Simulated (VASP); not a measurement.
# NbTe: density of states with PBEsol

The system is NbTe.

```xyz
2
Lattice="3.7030 0.0000 0.0000 -1.8515 3.2069 0.0000 0.0000 0.0000 3.6942" Properties=species:S:1:pos:R:3 pbc="T T T"
Te    1.8515    1.0690    0.0000
Nb    0.0000    0.0000    1.8471
```

```
Program                 : VASP 6.6.1
Task                    : density of states
Functional              : PBEsol
Potentials or basis     : VASP PAW PBE potentials, release 64 (Te, Nb_sv)
Cutoff                  : 520 eV
k mesh                  : 8 × 8 × 7
Occupations             : fermi-dirac, width 0.05 eV
Spin                    : no spin polarisation
Dipole correction       : no
k mesh for the DOS      : 12 × 12 × 11
Occupations for the DOS : tetrahedron
Further INCAR settings  : ALGO = Normal; EDIFF = 1e-06; NBANDS = 16
```

| Item | Value |
| --- | --- |
| Valence electrons inside the program's atomic spheres | Te 3.49; Nb 10.65 |

Levels at points of the mesh, in eV from the Fermi level:
```csv
k point,band 6,band 7,band 8,band 9,band 10,band 11,band 12,band 13,band 14,band 15
"(0.00, 0.00, 0.00)",-3.11,-3.11,-2.97,-2.30,0.18,0.18,2.49,2.49,2.84,5.92
"(0.50, 0.00, 0.00)",-7.17,-3.79,-2.61,-2.56,-0.15,1.27,1.53,3.06,3.82,5.73
```

Wall time 35 s on 1 thread of AMD EPYC 9R45 96-Core Processor (Zen 5), with other jobs on the host, peak memory 0.18 GiB.

Caveat: spin-orbit coupling is left out, which moves the levels of the heavy elements.
